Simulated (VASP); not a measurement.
GaN, 2 atoms in the cell. The structure is cubic, space group Fm-3m (No. 225). The conventional cell has a = 4.270 Å, b = 4.270 Å, c = 4.270 Å, α = 90.00°, β = 90.00°, γ = 90.00°. Within 2.8 Å of Ga (site symmetry m-3m) lie 6 N at 2.14 Å. N (site symmetry m-3m) has 6 Ga at 2.14 Å within 2.8 Å. 

- Program: VASP 6.6.1
- Task: single point
- Functional: LDA
- Potentials or basis: VASP PAW LDA potentials, release 64 (Ga_d, N)
- Cutoff: 520 eV
- k mesh: 11 × 11 × 11
- Occupations: gaussian, width 0.1 eV
- Spin: no spin polarisation
- Dipole correction: no
- Further INCAR settings: ALGO = Normal; EDIFF = 1e-06; NBANDS = 16

Potentials or basis: VASP PAW LDA potentials, release 64 (Ga_d, N).

Run with:

```sh
$ cat potpaw_LDA.64/Ga_d/POTCAR potpaw_LDA.64/N/POTCAR > POTCAR
$ mpirun -np 1 vasp_std > vasp.out
```

Hardware: 1 thread of AMD EPYC 7R13 (shared host).

Q: Estimate the wall time of this run.

A: Wall time 19 s on 1 thread of AMD EPYC 7R13 (shared host), peak memory 0.11 GiB. Counts: scf iterations 12, k points 56.
